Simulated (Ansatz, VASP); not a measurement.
# SnSe: VASP beside Ansatz

```
CELL_PARAMETERS angstrom
5.94551 0.00000 0.00000
0.00000 -5.94551 0.00000
0.00000 0.00000 -5.94551
ATOMIC_POSITIONS crystal
Sn 0.00000 0.00000 0.00000
Sn 0.50000 0.50000 0.00000
Sn 0.50000 0.00000 0.50000
Sn 0.00000 0.50000 0.50000
Se 0.50000 0.00000 0.98654
Se 0.00000 0.50000 0.00000
Se 0.00000 0.00000 0.50000
Se 0.50000 0.50000 0.50000
```

Alike in both runs: task single point; functional PBEsol; k mesh 6 × 6 × 6; occupations gaussian, width 0.05 eV; no spin polarisation.

|  | VASP | Ansatz |
| --- | --- | --- |
| version | VASP 6.6.1 | Ansatz 0.2.0 |
| potentials or method | VASP PAW PBE potentials, release 64 (Sn_d, Se), cutoff 520 eV | scalar-relativistic, plane waves, PAW |
| valence electrons in the cell | 80 | 120 |

|  | VASP | Ansatz | Ansatz less VASP |
| --- | --- | --- | --- |
| gap on the k mesh at the Fermi level (eV) | 0.26 | 0.26 | 0.000 |
| least direct gap on the mesh (eV) | 0.26 | 0.26 | 0.000 |
| pressure (GPa) | 0.1 | 0.1 | -0.02 |
| traceless stress, the component that is largest in VASP (GPa) | 0.05 | 0.05 | -0.001 |
| rms of the force components (eV/Å) | 0.024 | 0.023 | -0.0009 |

VASP's potentials were made for PBE, not for PBEsol. Atom by atom the forces differ by 0.001 eV/Å (rms over components). VASP's potentials hold 80 valence electrons a cell and Ansatz's 120, so a difference there can come from the potentials and not from the codes.
